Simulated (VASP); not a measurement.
Input of a VASP 6.6.1 run:

The input INCAR:

```
PREC     = Accurate       # precision mode
ENCUT    = 520            # plane-wave cutoff, eV
EDIFF    = 1E-7           # SCF threshold, eV
ISMEAR   = 0              # smearing method
SIGMA    = 0.05           # smearing width, eV
LREAL    = Auto         
LASPH    = T              # aspherical terms in the spheres
NELM     = 80             # most SCF steps
ALGO     = Normal         # electronic algorithm
ISIF     = 2              # what is computed and relaxed
LWAVE    = F              # write WAVECAR
LCHARG   = F              # write CHGCAR
GGA      = PS             # functional
NBANDS   = 76             # bands
NELECT   = 118.0
```

The input KPOINTS:

```
regular mesh
0
Gamma
  4 3 3
```

Contents of POSCAR:

```
Sr8H11I4
1.0
    0.0000000000      0.0000000000     -7.5247496071
    4.1747609396      7.2308980567      0.0000000000
    4.1747609395     -7.2308980568      0.0000000000
Sr H I
8 11 4
Direct
    0.3105509315      0.3439888064      0.6719943987
    0.3206332604      0.3333332995      0.1666665880
    0.3105509315      0.8280055452      0.6719943567
    0.3105509315      0.8280056118      0.1560112120
    0.6894491207      0.1719943495      0.3280055380
    0.6894491207      0.1719944026      0.8439888025
    0.6894491207      0.6560112081      0.3280056158
    0.6793666589      0.6666665953      0.8333333067
    0.5000000261      0.0000000000      0.0000000000
    0.5000000261      0.5000000072      0.5000000072
    0.5000000261      0.4999999418     -0.0000000543
    0.6302176481      0.3129068187      0.6564533575
    0.6432408057      0.3333332995      0.1666665880
    0.6302176481      0.8435464918      0.6564534102
    0.6302176481      0.8435465333      0.1870930799
    0.3697822712      0.1564534030      0.3435464845
    0.3697822712      0.1564533614      0.8129068148
    0.3697822712      0.6870930760      0.3435465372
    0.3567592465      0.6666665953      0.8333333067
    1.0000000522     -0.0000000543      0.4999999418
    1.0000000522      0.0000000000      0.0000000000
    1.0000000522      0.5000000072      0.5000000072
    1.0000000522      0.4999999418     -0.0000000543
```

Potentials or basis: VASP PAW PBE potentials, release 64 (Sr_sv, H, I).

Run with:

```sh
$ cat potpaw_PBE.64/Sr_sv/POTCAR potpaw_PBE.64/H/POTCAR potpaw_PBE.64/I/POTCAR > POTCAR
$ mpirun -np 1 vasp_std > vasp.out
```

Predict the largest force.

0.017 eV/Å.

Forces in eV/Å, atoms in the order of the input:
```
Sr  -0.010 -0.006  0.013
Sr   0.000  0.000  0.010
Sr   0.000  0.011  0.013
Sr   0.010 -0.006  0.013
Sr   0.000 -0.011 -0.013
Sr  -0.010  0.006 -0.013
Sr   0.010  0.006 -0.013
Sr   0.000  0.000 -0.010
H    0.000  0.000  0.000
H    0.000  0.000  0.000
H    0.000  0.000  0.000
H   -0.001 -0.001 -0.013
H    0.000  0.000  0.006
H    0.000  0.001 -0.013
H    0.001 -0.001 -0.013
H    0.000 -0.001  0.013
H   -0.001  0.001  0.013
H    0.001  0.001  0.013
H    0.000  0.000 -0.006
I    0.000  0.000  0.000
I    0.000  0.000  0.000
I    0.000  0.000  0.000
I    0.000  0.000  0.000
```

Caveat: the cell carries a net charge on a neutralising background, which shifts energy and pressure; the PAW data sets were made with another functional, which shifts forces and pressure a little.
